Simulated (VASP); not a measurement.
Co, 1 atom in the cell. The structure is cubic, space group Fm-3m (No. 225). Conventional cell: a = 3.234 Å, b = 3.234 Å, c = 3.234 Å, α = 90.00°, β = 90.00°, γ = 90.00°. Within 3.0 Å of Co (site symmetry m-3m) lie 12 Co at 2.29 Å.  This cell differs from its parent crystal: volume scaled by 0.88.

| Property | Result |
| --- | --- |
| Program | VASP 6.6.1 |
| Task | single point |
| Functional | LDA |
| Potentials or basis | VASP PAW LDA potentials, release 64 (Co) |
| Cutoff | 520 eV |
| k mesh | 18 × 18 × 18 |
| Occupations | fermi-dirac, width 0.1 eV |
| Spin | no spin polarisation |
| Dipole correction | no |
| Further INCAR settings | ALGO = Normal; EDIFF = 1e-06; NBANDS = 10 |

Potentials or basis: VASP PAW LDA potentials, release 64 (Co).

Launch:

```sh
$ cat potpaw_LDA.64/Co/POTCAR > POTCAR
$ mpirun -np 1 vasp_std > vasp.out
```

Hardware: 1 thread of Intel(R) Xeon(R) Platinum 8375C CPU @ 2.90GHz (Ice Lake), on a shared host.

Task: How long does it take, and how much memory?

Result: Run time: 11 s on 1 thread of Intel(R) Xeon(R) Platinum 8375C CPU @ 2.90GHz (Ice Lake) (shared host), peak memory 0.13 GiB. Counts: scf iterations 11, k points 195.
